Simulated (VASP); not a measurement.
Here is a VASP 6.6.1 calculation.

INCAR

```
SYSTEM = Si
ALGO = Normal
EDIFF = 1E-6
ENCUT = 520
ISIF = 2
ISMEAR = 0
LASPH = .TRUE.
LCHARG = .FALSE.
LREAL = .FALSE.
LWAVE = .FALSE.
NBANDS = 11
NELM = 60
PREC = Accurate
SIGMA = 0.01
```

The input KPOINTS:

```
k-points
0
G
  8 8 8
  0 0 0
```

The input POSCAR:

```
Si
1.0
    2.5947505324      2.5947505324      0.0000000000
   -2.5947505324      2.5947505324      0.0000000000
    0.0000000000      2.5947505324      2.5947505324
Si
2
Direct
    0.2500000000      0.7500000000      0.5000000000
    0.0000000000      0.0000000000      0.0000000000
```

Potentials or basis: VASP PAW LDA potentials, release 64 (Si).

Command:

```sh
$ cat potpaw_LDA.64/Si/POTCAR > POTCAR
$ mpirun -np 1 vasp_std > vasp.out
```

**Question.** What does it give for the band gap on the k mesh?

**Answer.** 0.28 eV, indirect (least direct gap 2.57 eV).

**Question.** What does it give for the pressure?

**Answer.** 15.1 GPa.

A k mesh can miss the band edges.
